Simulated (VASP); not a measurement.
Crystal: Si.

```
Si
1.0
    -1.77007    1.77007    1.77007
     1.77007   -1.77007    1.77007
     1.77007    1.77007   -1.77007
Si
1
Direct
  0.00000 0.00000 0.00000
```

- Program: VASP 6.6.1
- Task: relaxation of cell and atoms
- Functional: PBE
- Potentials or basis: VASP PAW PBE potentials, release 64 (Si)
- Cutoff: 500 eV
- k mesh: 6 × 6 × 6
- Occupations: gaussian, width 0.1 eV
- Spin: no spin polarisation

At the start: pressure -15.1 GPa; volume 22.18 Å³/atom.

Problem. How do energy, volume and symmetry change on relaxing?

Solution. Over 6 steps the energy falls by 451.2 meV/atom and the volume is 14.61 Å³/atom (-34.1 %); space group Im-3m (No. 229, to 0.05 Å).

The path:
| step | energy change (eV) | largest force (eV/Å) | pressure (GPa) | volume (Å³) |
| --- | --- | --- | --- | --- |
| 1 | 0.0000 | 0.0000 | -15.05 | 22.18 |
| 2 | -0.4301 | 0.0000 | -4.75 | 16.14 |
| 3 | -0.4473 | 0.0000 | -1.58 | 15.18 |
| 4 | -0.4508 | 0.0000 | -0.78 | 14.75 |
| 5 | -0.4497 | 0.0000 | 1.84 | 14.30 |
| 6 | -0.4512 | 0.0000 | -0.17 | 14.61 |

Final structure:
```
Si
1.0
    -1.54017    1.54017    1.54017
     1.54017   -1.54017    1.54017
     1.54017    1.54017   -1.54017
Si
1
Direct
  0.00000 0.00000 0.00000
```

Caveat: the k points lie up to 0.48 Å⁻¹ apart in the final cell; the volume moved by over 15 % at a fixed basis, so the end points are rough.
